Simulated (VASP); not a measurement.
# Pt (Fm-3m) in VASP: notebook

The runs below take Pt through single point, relaxation of volume and atoms at fixed shape, with LDA.

Program: VASP 6.6.1. These are calculated values, not measurements. Logs are shortened: lines on timing, memory, paths and dates and some standing lists are left out, and cuts for length are marked.

### 1 The cell of the first run

The structure is cubic, space group Fm-3m (No. 225). Conventional cell: a = 3.895 Å, b = 3.895 Å, c = 3.895 Å, α = 90.00°, β = 90.00°, γ = 90.00°. Pt (site symmetry m-3m) has 12 Pt at 2.75 Å within 3.6 Å.

### 2 Single point, LDA

Contents of INCAR:

```
PREC     = Accurate       # precision mode
ENCUT    = 500            # plane-wave cutoff, eV
EDIFF    = 1E-6           # SCF threshold, eV
ISMEAR   = -1             # smearing method
SIGMA    = 0.05           # smearing width, eV
LREAL    = F              # projectors in reciprocal space
LASPH    = T              # aspherical terms in the spheres
NELM     = 120            # most SCF steps
ALGO     = Normal         # electronic algorithm
ISIF     = 2              # what is computed and relaxed
LWAVE    = F              # write WAVECAR
LCHARG   = F              # write CHGCAR
NBANDS   = 11             # bands
GGA_COMPAT= F
```

Contents of KPOINTS:

```
Automatic mesh
0
Gamma
  10 10 10
```

Contents of POSCAR:

```
Pt
1.0
    0.0000000000      1.9473167642      1.9473167642
    1.9473167642      0.0000000000      1.9473167642
    1.9473167642      1.9473167642      0.0000000000
Pt
1
Direct
    0.0000000000      0.0000000000      0.0000000000
```

Potentials or basis: VASP PAW LDA potentials, release 64 (Pt).

Run with:

```bash
$ cat potpaw_LDA.64/Pt/POTCAR > POTCAR
$ mpirun -np 1 vasp_std > vasp.out
```

OUTCAR:

```text
PREC = Accurate
   ENCUT = 500
   EDIFF = 1E-6
   ISMEAR = -1
   LREAL = F
   LASPH = T
   NELM = 120
   ISIF = 2

 ion  position               nearest neighbor table
   1  0.000  0.000  0.000-

  LATTYP: Found a face centered cubic cell.
 ALAT       =     3.8946335284

  Lattice vectors:

 A1 = (   0.0000000000,   1.9473167642,   1.9473167642)
 A2 = (   1.9473167642,   0.0000000000,   1.9473167642)
 A3 = (   1.9473167642,   1.9473167642,   0.0000000000)

Analysis of symmetry for initial positions (statically):
=====================================================================
 Subroutine PRICEL returns:
 Original cell was already a primitive cell.

 Routine SETGRP: Setting up the symmetry group for a
 face centered cubic supercell.

 Subroutine GETGRP returns: Found 48 space group operations
 (whereof 48 operations were pure point group operations)
 out of a pool of 48 trial point group operations.

The static configuration has the point symmetry O_h .

Analysis of symmetry for dynamics (positions and initial velocities):
=====================================================================
 Subroutine PRICEL returns:
 Original cell was already a primitive cell.

 Routine SETGRP: Setting up the symmetry group for a
 face centered cubic supercell.

 Subroutine GETGRP returns: Found 48 space group operations
 (whereof 48 operations were pure point group operations)
 out of a pool of 48 trial point group operations.

The dynamic configuration has the point symmetry O_h .

 Subroutine INISYM returns: Found 48 space group operations
 (whereof 48 operations are pure point group operations),
 and found     1 'primitive' translations

----------------------------------------------------------------------------------------

                                     Primitive cell

  volume of cell :      14.7686

  direct lattice vectors                    reciprocal lattice vectors
     0.000000000  1.947316764  1.947316764    -0.256763568  0.256763568  0.256763568
     1.947316764  0.000000000  1.947316764     0.256763568 -0.256763568  0.256763568
     1.947316764  1.947316764  0.000000000     0.256763568  0.256763568 -0.256763568

  length of vectors
     2.753921778  2.753921778  2.753921778     0.444727545  0.444727545  0.444727545

  position of ions in fractional coordinates (direct lattice)
     0.000000000  0.000000000  0.000000000

  ion indices of the primitive-cell ions
   primitive index   ion index
                 1           1

----------------------------------------------------------------------------------------

 KPOINTS: Automatic mesh

Automatic generation of k-mesh.
 Grid dimensions read from file:
 generate k-points for:   10   10   10

 Generating k-lattice:

  Cartesian coordinates                     Fractional coordinates (reciprocal lattice)
    -0.025676357  0.025676357  0.025676357     0.100000000  0.000000000  0.000000000
     0.025676357 -0.025676357  0.025676357     0.000000000  0.100000000  0.000000000
     0.025676357  0.025676357 -0.025676357     0.000000000  0.000000000  0.100000000

  Length of vectors
     0.044472754  0.044472754  0.044472754

  Shift w.r.t. Gamma in fractional coordinates (k-lattice)
     0.000000000  0.000000000  0.000000000

 Subroutine IBZKPT returns following result:
 ===========================================

 Found     47 irreducible k-points:

 Following reciprocal coordinates:
            Coordinates               Weight
  0.000000  0.000000  0.000000      1.000000
  0.100000  0.000000  0.000000      8.000000
  0.200000  0.000000  0.000000      8.000000
  0.300000  0.000000  0.000000      8.000000
  0.400000  0.000000  0.000000      8.000000
  0.500000  0.000000  0.000000      4.000000
[... 16 lines left out ...]
  0.300000  0.300000  0.000000      6.000000
  0.400000  0.300000  0.000000     24.000000
 [... further k-points ...]
   k-points           NKPTS =     47   k-points in BZ     NKDIM =     47   number of bands    NBANDS=     11
   number of dos      NEDOS =    301   number of ions     NIONS =      1
   total plane-waves  NPLWV =   8000
   dimension x,y,z NGX =    20 NGY =   20 NGZ =   20
   dimension x,y,z NGXF=    40 NGYF=   40 NGZF=   40
   ions per type =               1
   NGX,Y,Z   is equivalent  to a cutoff of  12.07, 12.07, 12.07 a.u.
   NGXF,Y,Z  is equivalent  to a cutoff of  24.15, 24.15, 24.15 a.u.
 SYSTEM =  unknown system
   PREC   = accura    normal or accurate (medium, high low for compatibility)
   ISTART =      0    job   : 0-new  1-cont  2-samecut
   ICHARG =      2    charge: 1-file 2-atom 10-const
   ISPIN  =      1    spin polarized calculation?
   LNONCOLLINEAR =      F non collinear calculations
   LSORBIT =      F    spin-orbit coupling
   LASPH  =      T    aspherical Exc in radial PAW
   ENCUT  =  500.0 eV  36.75 Ry    6.06 a.u.   5.02  5.02  5.02*2*pi/ulx,y,z
   NELM   =    120;   NELMIN=  2; NELMDL= -5     # of ELM steps
   EDIFF  = 0.1E-05   stopping-criterion for ELM
   LREAL  =      F    real-space projection
   EDIFFG = 0.1E-04   stopping-criterion for IOM
   NSW    =      0    number of steps for IOM
   IBRION =     -1    ionic relax: 0-MD 1-quasi-New 2-CG
   NFREE  =      0    steps in history (QN), initial steepest desc. (CG)
   ISIF   =      2    stress and relaxation
   ISYM   =      2    0-nonsym 1-usesym 2-fastsym
   POTIM  = 0.5000    time-step for ionic-motion
   TEBEG  =    0.0;   TEEND  =   0.0 temperature during run
   PSTRESS=    0.0 pullay stress
   NELECT =      10.0000    total number of electrons
   NUPDOWN=      -1.0000    fix difference up-down
   EMIN   =  10.00;   EMAX   =-10.00  energy-range for DOS
   EFERMI =   0.00;   METHOD = LEGACY
   ISMEAR =    -1;   SIGMA  =   0.05  broadening in eV -4-tet -1-fermi 0-gaus
   EFERMI_NEDOS =   21; number of points for ismear=-14 and -15
   IALGO  =     38    algorithm
   IMIX   =      4    mixing-type and parameters
     AMIX     =   0.40;   BMIX     =  1.00
     AMIX_MAG =   1.60;   BMIX_MAG =  1.00
  volume/ion in A,a.u.               =      14.77        99.66
  Fermi-wavevector in a.u.,A,eV,Ry     =   1.437567  2.716609 28.117802  2.066600
  Thomas-Fermi vector in A             =   2.556631
   LORBIT       =      0    0 simple, 1 ext, 2 COOP (PROOUT), +10 PAW based schemes
   GGA     = CA    functional components
   LHFCALC =     F    Hartree Fock is set to
   AEXX    =    0.0000 exact exchange contribution
   IVDW    =     0    specifies the selected vdW correction
   LEPSILON=     F    determine dielectric tensor
   LRPA    =     F    only Hartree local field effects (RPA)
 non-spin polarized calculation
  energy-cutoff  :      500.00
  volume of cell :       14.77
 maximum number of plane-waves:       388
   NGX =  9   NGY =  9   NGZ =  9

 number of electron      10.0000000 magnetization

 Free energy of the ion-electron system (eV)
  ---------------------------------------------------
  ext. energy  EPLUGINS =         0.00000000
  ---------------------------------------------------
  free energy    TOTEN  =        -7.49541097 eV

  energy without entropy =       -7.48417468  energy(sigma->0) =       -7.48979282

 E-fermi :  11.5734     XC(G=0): -13.8089

 val. band max:       11.5047854772   @ k =   0.4000   0.3000   0.0000
 cond. band min:      11.5840757620   @ k =   0.5000   0.5000   0.0000
 fundamental gap:      0.0792902848
 Fermi energy:        11.5733638567

 k-point     1 :       0.0000    0.0000    0.0000
  band No.  band energies     occupation
      1       1.0687      2.00000
      2       7.6056      2.00000
      3       7.6056      2.00000
      4       7.6056      2.00000
      5       9.8721      2.00000
      6       9.8721      2.00000
      7      26.1117      0.00000
      8      31.1502      0.00000
      9      31.1502      0.00000
     10      31.1502      0.00000
     11      36.6792      0.00000

 k-point     2 :       0.1000    0.0000    0.0000
  band No.  band energies     occupation
      1       1.4741      2.00000
      2       7.4316      2.00000
      3       7.7611      2.00000
      4       7.7611      2.00000
      5       9.7901      2.00000
      6       9.7901      2.00000
      7      26.7385      0.00000
      8      29.4060      0.00000
      9      31.7867      0.00000
     10      31.7867      0.00000
     11      38.3278      0.00000

 k-point     3 :       0.2000    0.0000    0.0000
  band No.  band energies     occupation
      1       2.5415      2.00000
      2       7.1731      2.00000
      3       8.0027      2.00000
      4       8.0027      2.00000
      5       9.8165      2.00000
      6       9.8165      2.00000
      7      26.5304      0.00000
      8      27.9228      0.00000
      9      33.4931      0.00000
     10      33.4931      0.00000
     11      35.7806      0.00000

 k-point     4 :       0.3000    0.0000    0.0000
  band No.  band energies     occupation
      1       3.6207      2.00000
      2       7.6473      2.00000
      3       7.9021      2.00000
      4       7.9021      2.00000
      5      10.4139      2.00000
      6      10.4139      2.00000
      7      23.2364      0.00000
      8      27.4283      0.00000
      9      33.9544      0.00000
     10      33.9544      0.00000
     11      35.8610      0.00000
[... 239 lines left out ...]
 k-point    22 :      -0.2000    0.2000    0.0000
  band No.  band energies     occupation
      1       4.5142      2.00000
      2       6.6252      2.00000
      3       7.6500      2.00000
      4       8.8550      2.00000
      5       9.0565      2.00000
      6      11.9784      0.00061
      7      24.3874      0.00000
      8      27.1461      0.00000
      9      29.9552      0.00000
     10      32.2963      0.00000
     11      35.8558      0.00000

 k-point    23 :       0.3000    0.3000    0.0000
  band No.  band energies     occupation
      1       4.4118      2.00000
      2       5.5338      2.00000
      3       8.7458      2.00000
      4       9.9994      2.00000
      5       9.9994      2.00000
      6      10.9410      1.99999
      7      27.2027      0.00000
      8      27.2027      0.00000
      9      28.4570      0.00000
     10      30.9066      0.00000
     11      32.0845      0.00000

 k-point    24 :       0.4000    0.3000    0.0000
  band No.  band energies     occupation
      1       4.7167      2.00000
      2       5.3435      2.00000
      3       8.8259      2.00000
      4      10.1890      2.00000
      5      11.5048      1.59527
      6      11.7673      0.04054
      7      23.6552      0.00000
      8      25.9753      0.00000
      9      26.5743      0.00000
     10      31.7147      0.00000
     11      33.8882      0.00000

 [... further k-points ...]

------------------------ aborting loop because EDIFF is reached ----------------------------------------

  FORCE on cell =-STRESS in cart. coord.  units (eV):
  Direction    XX          YY          ZZ          XY          YZ          ZX
  --------------------------------------------------------------------------------------
  -------------------------------------------------------------------------------------
  Total        0.0731610      0.0731610      0.0731610     -0.0000000      0.0000000      0.0000000
  in kB        7.9368933      7.9368933      7.9368933     -0.0000000      0.0000000      0.0000000
  external PRESSURE =       7.9368933 kB  Pullay stress =       0.0000000 kB

 VOLUME and BASIS-vectors are now :
 -----------------------------------------------------------------------------
  energy-cutoff  :      500.00
  volume of cell :       14.77
      direct lattice vectors                 reciprocal lattice vectors
     0.000000000  1.947316764  1.947316764    -0.256763568  0.256763568  0.256763568
     1.947316764  0.000000000  1.947316764     0.256763568 -0.256763568  0.256763568
     1.947316764  1.947316764  0.000000000     0.256763568  0.256763568 -0.256763568

 POSITION                                       TOTAL-FORCE (eV/Angst)
 -----------------------------------------------------------------------------------
      0.00000      0.00000      0.00000         0.000000      0.000000      0.000000
 -----------------------------------------------------------------------------------
    total drift:                                0.000000      0.000000      0.000000

  FREE ENERGIE OF THE ION-ELECTRON SYSTEM (eV)
  ---------------------------------------------------
  free  energy   TOTEN  =        -7.4954109654 eV

  energy  without entropy=       -7.4841746827  energy(sigma->0) =       -7.48979282
```

It took 4.9 s on 1 thread of Intel Xeon Platinum 8488C (Sapphire Rapids), shared host; peak memory 0.12 GiB.

Results:

* Free energy: -7.4954 eV
* Pressure: 0.8 GPa
* Band gap on the k mesh: zero (band 5 reaches 12.07 eV, above the bottom of band 6 at 9.79 eV)

Levels at points of the mesh, in eV from the Fermi level:
```tsv
k point	band 1	band 2	band 3	band 4	band 5	band 6	band 7	band 8	band 9	band 10
(0.00, 0.00, 0.00)	-10.50	-3.97	-3.97	-3.97	-1.70	-1.70	14.54	19.58	19.58	19.58
(0.50, 0.00, 0.00)	-7.60	-4.03	-4.03	-0.59	0.03	0.03	5.97	14.11	19.02	19.02
(0.50, 0.50, 0.00)	-7.35	-6.90	0.01	0.50	0.50	1.70	9.08	11.38	11.38	20.44
```

Caveat: spin-orbit coupling is left out, which moves the levels of the heavy elements.

### 3 Relaxation of volume and atoms at fixed shape, LDA

This run uses another cell than the first one, of 15.08 Å³/atom, 1.021 times its volume.

Contents of INCAR:

```
  ALGO = Normal
  EDIFF = 1E-7
  EDIFFG = -0.01
  ENCUT = 500
  GGA_COMPAT = F
  IBRION = 2
  ISIF = 8
  ISMEAR = -1
  LASPH = T
  LCHARG = F
  LREAL = F
  LWAVE = F
  NELM = 120
  NELMIN = 4
  NSW = 80
  PREC = Accurate
  SIGMA = 0.05
```

Contents of KPOINTS:

```
k-points
0
Gamma
  10 10 10
```

Contents of POSCAR:

```
Pt
1.0
    0.0000000000      1.9609000000      1.9609000000
    1.9609000000      0.0000000000      1.9609000000
    1.9609000000      1.9609000000      0.0000000000
Pt
1
Direct
    0.0000000000      0.0000000000      0.0000000000
```

Potentials or basis: VASP PAW LDA potentials, release 64 (Pt).

Run with:

```bash
$ cat potpaw_LDA.64/Pt/POTCAR > POTCAR
$ mpirun -np 1 vasp_std > vasp.out
```

OUTCAR:

```text
EDIFF = 1E-7
   EDIFFG = -0.01
   ENCUT = 500
   IBRION = 2
   ISIF = 8
   ISMEAR = -1
   LASPH = T
   LREAL = F
   NELM = 120
   NELMIN = 4
   NSW = 80
   PREC = Accurate

 ion  position               nearest neighbor table
   1  0.000  0.000  0.000-

  LATTYP: Found a face centered cubic cell.
 ALAT       =     3.9218000000

  Lattice vectors:

 A1 = (   0.0000000000,   1.9609000000,   1.9609000000)
 A2 = (   1.9609000000,   0.0000000000,   1.9609000000)
 A3 = (   1.9609000000,   1.9609000000,   0.0000000000)

Analysis of symmetry for initial positions (statically):
=====================================================================
 Subroutine PRICEL returns:
 Original cell was already a primitive cell.

 Routine SETGRP: Setting up the symmetry group for a
 face centered cubic supercell.

 Subroutine GETGRP returns: Found 48 space group operations
 (whereof 48 operations were pure point group operations)
 out of a pool of 48 trial point group operations.

The static configuration has the point symmetry O_h .

Analysis of symmetry for dynamics (positions and initial velocities):
=====================================================================
[... 164 lines left out ...]
  Total       -0.5020696     -0.5020696     -0.5020696     -0.0000000      0.0000000      0.0000000
  in kB      -53.3430941    -53.3430941    -53.3430941     -0.0000000      0.0000000      0.0000000
  external PRESSURE =     -53.3430941 kB  Pullay stress =       0.0000000 kB
[... 92 lines left out ...]
--------------------------------------- Ionic step        4  -------------------------------------------

 number of electron      10.0000000 magnetization

 Free energy of the ion-electron system (eV)
  ---------------------------------------------------
  ext. energy  EPLUGINS =         0.00000000
  ---------------------------------------------------
  free energy    TOTEN  =        -7.49579296 eV

  energy without entropy =       -7.48447668  energy(sigma->0) =       -7.49013482

 E-fermi :  11.5218     XC(G=0): -13.7940

 val. band max:       11.4532295977   @ k =   0.4000   0.3000   0.0000
 cond. band min:      11.5321339382   @ k =   0.5000   0.5000   0.0000
 fundamental gap:      0.0789043405
 Fermi energy:        11.5217685068

 k-point     1 :       0.0000    0.0000    0.0000
  band No.  band energies     occupation
      1       1.0468      2.00000
      2       7.5705      2.00000
      3       7.5705      2.00000
      4       7.5705      2.00000
      5       9.8274      2.00000
      6       9.8274      2.00000
      7      26.0687      0.00000
      8      31.0922      0.00000
      9      31.0922      0.00000
[... 265 lines left out ...]
 k-point    24 :       0.4000    0.3000    0.0000
  band No.  band energies     occupation
      1       4.6915      2.00000
      2       5.3176      2.00000
      3       8.7863      2.00000
      4      10.1438      2.00000
      5      11.4532      1.59501
      6      11.7167      0.03972
      7      23.5852      0.00000
      8      25.9062      0.00000
      9      26.4967      0.00000

 [... further k-points ...]
[... 5 lines left out ...]
  --------------------------------------------------------------------------------------
  -------------------------------------------------------------------------------------
  Total       -0.0011508     -0.0011508     -0.0011508     -0.0000000      0.0000000      0.0000000
  in kB       -0.1245248     -0.1245248     -0.1245248     -0.0000000      0.0000000      0.0000000
  external PRESSURE =      -0.1245248 kB  Pullay stress =       0.0000000 kB
[... 16 lines left out ...]
  FREE ENERGIE OF THE ION-ELECTRON SYSTEM (eV)
  ---------------------------------------------------
  free  energy   TOTEN  =        -7.4957929642 eV

  energy  without entropy=       -7.4844766794  energy(sigma->0) =       -7.49013482

 reached required accuracy - stopping structural energy minimisation
```

OSZICAR:

```text
N       E                     dE             d eps       ncg     rms          rms(c)
DAV:   1     0.361306049029E+02    0.36131E+02   -0.54767E+03   886   0.100E+03
DAV:   2    -0.751344210729E+01   -0.43644E+02   -0.41812E+02   893   0.186E+02
DAV:   3    -0.792565761634E+01   -0.41222E+00   -0.40641E+00   970   0.184E+01
DAV:   4    -0.792700466097E+01   -0.13470E-02   -0.13460E-02   999   0.114E+00
[... 26 lines left out ...]
       N       E                     dE             d eps       ncg     rms          rms(c)
DAV:   1    -0.749580519748E+01   -0.14578E-04   -0.29104E-04   867   0.184E-01    0.253E-02
DAV:   2    -0.749579360743E+01    0.11590E-04   -0.34475E-05   851   0.528E-02    0.100E-02
DAV:   3    -0.749579292691E+01    0.68052E-06   -0.34301E-06   876   0.156E-02    0.509E-03
DAV:   4    -0.749579296423E+01   -0.37314E-07   -0.12959E-07   868   0.272E-03
   4 F= -.74957930E+01 E0= -.74901348E+01  d E =-.464686E-02
```

Wall time 14 s (1 thread of Intel Xeon Platinum 8488C (Sapphire Rapids), shared host); peak memory 0.13 GiB.

Results:

```yaml
Free_energy: -7.4958 eV
Relaxed_volume: 14.81 Å³/atom
Relaxed_cell: a = 2.756 Å, b = 2.756 Å, c = 2.756 Å, α = 60.00°, β = 60.00°, γ = 60.00°
Space_group_after_relaxing_to_0.05_Å: Fm-3m (No. 225)
Energy_gained_by_relaxing: 4.6 meV/atom
Ionic_steps: 4
Pressure_after_relaxing: 0.0 GPa
Band_gap_on_the_k_mesh: zero (band 5 reaches 12.02 eV, above the bottom of band 6 at 9.75 eV)
```

Step by step:
```
step  energy change (eV)  largest force (eV/Å)  pressure (GPa)  volume (Å³)
   1              0.0000                0.0000           -5.33        15.08
   2              0.0413                0.0000           19.63        14.01
   3             -0.0046                0.0000           -0.13        14.81
   4             -0.0046                0.0000           -0.01        14.81
```

Final structure:
```yaml
crystal:
  lattice:
    - [0.00000, 1.94898, 1.94898]
    - [1.94898, 0.00000, 1.94898]
    - [1.94898, 1.94898, 0.00000]
  atoms:
    - { symbol: Pt, position: [0.00000, 0.00000, 0.00000] }
```

Caveat: spin-orbit coupling is left out, which moves the levels of the heavy elements.
